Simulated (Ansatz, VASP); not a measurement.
**PbF2: VASP beside Ansatz**

INCAR

```
SYSTEM = PbF2
PREC = Accurate ; ENCUT = 600
EDIFF = 1E-6 ; ISMEAR = 0
SIGMA = 0.01 ; LREAL = .False.
LASPH = .True. ; NELM = 120
ALGO = Normal ; ISIF = 2
LWAVE = .False. ; LCHARG = .False.
GGA = PS ; NBANDS = 21
GGA_COMPAT = .False.
```

KPOINTS

```
Automatic mesh
0
Gamma
  5 5 5
  0 0 0
```

The input POSCAR:

```
PbF2
1.0
    0.0000000000      2.9636600000      2.9636600000
    2.9636600000      0.0000000000      2.9636600000
    2.9636600000      2.9636600000      0.0000000000
Pb F
1 2
Direct
    0.0000000000      0.0000000000      0.0000000000
    0.2500000000      0.2500000000      0.2500000000
    0.7500000000      0.7500000000      0.7500000000
```

Input for Ansatz:

```yaml
crystal:
  lattice:
    bravais: fcc
    a: 5.92732
  space_group: 225
  atoms:
    - { symbol: Pb, position: [0.0, 0.0, 0.0] }
    - { symbol: F, position: [0.25, 0.75, 0.75] }
  reduce_to_primitive: true
kpoints:
  mp_grid:
    grid: [5, 5, 5]
hamiltonian:
  xc: pbesol
scf:
  occupations:
    method: fixed
output:
  eigenvalues: true
```

Alike in both runs: task single point; functional PBEsol; k mesh 5 × 5 × 5; no spin polarisation.

```csv
,VASP,Ansatz
version,VASP 6.6.1,Ansatz 0.2.0
potentials or method,"VASP PAW PBE potentials, release 64 (Pb_d, F)","plane waves, PAW"
plane-wave cutoff (eV),600,420
occupations,"gaussian, width 0.01 eV",fixed
valence electrons in the cell,28,28
```

```csv
,VASP,Ansatz,Ansatz less VASP
gap on the k mesh at the Fermi level (eV),4.42,4.42,+0.006
```

VASP's potentials were made for PBE, not for PBEsol.

Spin-orbit coupling is off throughout.
